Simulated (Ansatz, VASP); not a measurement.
## Na in VASP and in Ansatz

INCAR

```
SYSTEM = Na
PREC     = Accurate       ! precision mode
ENCUT    = 520            ! plane-wave cutoff, eV
EDIFF    = 1E-7           ! SCF threshold, eV
ISMEAR   = -1             ! smearing method
SIGMA    = 0.1            ! smearing width, eV
LREAL    = .FALSE.        ! projectors in reciprocal space
LASPH    = .TRUE.         ! aspherical terms in the spheres
NELM     = 80             ! most SCF steps
ALGO     = Normal         ! electronic algorithm
ISIF     = 2              ! what is computed and relaxed
LWAVE    = .FALSE.        ! write WAVECAR
LCHARG   = .FALSE.        ! write CHGCAR
NBANDS   = 10             ! bands
```

KPOINTS

```
Automatic mesh
0
G
  11 11 11
  0 0 0
```

Contents of POSCAR:

```
Na
1.0
    3.3429162886      0.0000000000      0.0000000000
    0.0000000000      3.3429162886      0.0000000000
    0.0000000000      0.0000000000      3.3429162886
Na
1
Direct
    0.0000000000      0.0000000000      0.0000000000
```

Input for Ansatz:

```yaml
crystal:
  lattice:
    - [3.3429162886, 0.0, 0.0]
    - [0.0, 3.3429162886, 0.0]
    - [0.0, 0.0, 3.3429162886]
  atoms:
    - { symbol: Na, position: [0.0, 0.0, 0.0] }
hamiltonian:
  xc: lda
  pseudopotentials:
    kind: paw
    azcp:
      Na: "pseudopotentials/Na.paw.azcp"
basis:
  ecutwfc: 420
  fft_grid_basis: typed
kpoints:
  mp_grid: { grid: [11, 11, 11], shift: [0, 0, 0] }
magnetization:
  spin_polarized: false
scf:
  occupations: { method: fermi_dirac, width: 0.1 }
  lower_state_search: "off"
output:
  stress: true
```

Alike in both runs: task single point; functional LDA; k mesh 11 × 11 × 11; occupations fermi-dirac, width 0.1 eV; no spin polarisation.

|  | VASP | Ansatz |
| --- | --- | --- |
| version | VASP 6.6.1 | Ansatz 0.2.0 |
| potentials or method | VASP PAW LDA potentials, release 64 (Na_pv), cutoff 520 eV | plane waves (420 eV) with PAW, scalar-relativistic |
| valence electrons in the cell | 7 | 9 |

```tsv
	VASP	Ansatz	Ansatz less VASP
pressure (GPa)	-0.3	-0.3	+0.01
```

Ansatz warns that its potentials were made for another functional, while VASP's fit it. LDA's correlation is that of Perdew and Zunger in VASP and of Perdew and Wang (1992) in Ansatz. VASP's potentials hold 7 valence electrons a cell and Ansatz's 9, so a difference there can come from the potentials and not from the codes.
